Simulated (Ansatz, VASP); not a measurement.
**Cd2S: VASP beside Ansatz**

```
Cd S
1.0
     4.65091    0.00000    0.00000
    -2.32545    4.02781    0.00000
     0.00000    0.00000    3.69590
Cd S
2 1
Cartesian
  0.0000 2.6852 1.8479
  2.3255 1.3426 1.8479
  0.0000 0.0000 0.0000
```

Alike in both runs: functional r2SCAN; k mesh 12 × 12 × 12; occupations gaussian, width 0.1 eV; no spin polarisation.

Ansatz relaxed the structure, and its values are those at the end. VASP's run is a single point on that final structure, the one shown.

|  | VASP | Ansatz |
| --- | --- | --- |
| version | VASP 6.6.1 | Ansatz 0.2.0 |
| potentials or method | VASP PAW PBE potentials, release 64 (Cd, S), cutoff 550 eV | scalar-relativistic, plane waves, PAW |
| valence electrons in the cell | 30 | 46 |

```csv
,VASP,Ansatz,Ansatz less VASP
gap on the k mesh at the Fermi level (eV),none,none,-
pressure (GPa),0.4,0.0,-0.38
```

VASP's potentials were made for PBE, not for r2SCAN. A gap of «none» marks a metal or a gap that the smearing closes. With one functional, cell and mesh, what is left measures potentials, basis and numerics. VASP's potentials hold 30 valence electrons a cell and Ansatz's 46, so a difference there can come from the potentials and not from the codes.
